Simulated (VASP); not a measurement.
A run of VASP 6.6.1 is set up as follows.

Contents of INCAR:

```
SYSTEM = Sc
PREC = Accurate
ENCUT = 520
EDIFF = 1E-7
ISMEAR = 1
SIGMA = 1.0
LREAL = .False.
LASPH = .True.
NELM = 100
ALGO = Normal
ISIF = 2
LWAVE = .False.
LCHARG = .True.
GGA = PE
LELF = .True.
LVHAR = .True.
NBANDS = 18
```

File KPOINTS:

```
Automatic mesh
0
Gamma
  11 11 6
  0 0 0
```

File POSCAR:

```
Sc
1.0
    3.3193628924      0.0000000000      0.0000000000
   -1.6596814462      2.8746525892      0.0000000000
    0.0000000000      0.0000000000      5.1842605006
Sc
2
Direct
    0.3333333333      0.6666666667      0.2500000000
    0.6666666667      0.3333333333      0.7500000000
```

Potentials or basis: VASP PAW PBE potentials, release 64 (Sc_sv).

The run is started by

```sh
$ cat potpaw_PBE.64/Sc_sv/POTCAR > POTCAR
$ mpirun -np 1 vasp_std > vasp.out
```

**Question.** Estimate the band gap on the k mesh.

**Answer.** Zero (bands 11 and 12 overlap by 1.45 eV).

**Question.** Predict the pressure.

**Answer.** -0.1 GPa.

Stress tensor (GPa, compression positive):
```
-0.35  0.00  0.00
 0.00 -0.35  0.00
 0.00  0.00  0.39
```

Caveat: so wide a smearing shifts energies and pressures.
